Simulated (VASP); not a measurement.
Set up this calculation in VASP 6.6.1, as the native input.

* Task: single point
* Functional: PBE
* Potentials or basis: VASP PAW PBE potentials, release 64 (Ge_d)
* Cutoff: 520 eV
* k mesh: 14 × 14 × 14
* Occupations: gaussian, width 0.15 eV
* Spin: no spin polarisation
* Dipole correction: no
* Further INCAR settings: ALGO = Normal; EDIFF = 1e-06; NBANDS = 21

The structure of Ge lies in POSCAR:

```
Ge
1.0
   -0.0864160431      2.8805347716      2.7941187285
    2.8805347716     -0.0864160431      2.7941187285
    2.7941187285      2.7941187285      0.0000000000
Ge
2
Direct
    0.5000000000      0.5000000000      0.5000000000
    0.7500000000      0.7500000000      0.7500000000
```

This cell differs from its parent crystal: engineering shear strain xy -0.0600, normal strain along z -0.0300.

These files were run (other wordings do the same):

INCAR

```
SYSTEM = Ge
PREC     = Accurate       ! precision mode
ENCUT    = 520            ! plane-wave cutoff, eV
EDIFF    = 1E-6           ! SCF threshold, eV
ISMEAR   = 0              ! smearing method
SIGMA    = 0.15           ! smearing width, eV
LREAL    = .FALSE.        ! projectors in reciprocal space
LASPH    = .TRUE.         ! aspherical terms in the spheres
NELM     = 80             ! most SCF steps
ALGO     = Normal         ! electronic algorithm
ISIF     = 2              ! what is computed and relaxed
LWAVE    = .FALSE.        ! write WAVECAR
LCHARG   = .FALSE.        ! write CHGCAR
GGA      = PE             ! functional
NBANDS   = 21             ! bands
```

KPOINTS

```
regular mesh
0
G
  14 14 14
  0 0 0
```

Potentials or basis: VASP PAW PBE potentials, release 64 (Ge_d).

Run with:

```bash
$ cat potpaw_PBE.64/Ge_d/POTCAR > POTCAR
$ mpirun -np 1 vasp_std > vasp.out
```

It gave:

```
Pressure               : 2.3 GPa
Largest force          : 0.516 eV/Å
Band gap on the k mesh : zero (band 14 reaches 4.72 eV, above the bottom of band 15 at 4.61 eV)
```

Caveat: the cell differs from its parent crystal (engineering shear strain xy -0.0600, normal strain along z -0.0300).

Run time: 5.2 min on 1 thread of Intel Xeon 6975P-C, on a shared host, peak memory 0.42 GiB.
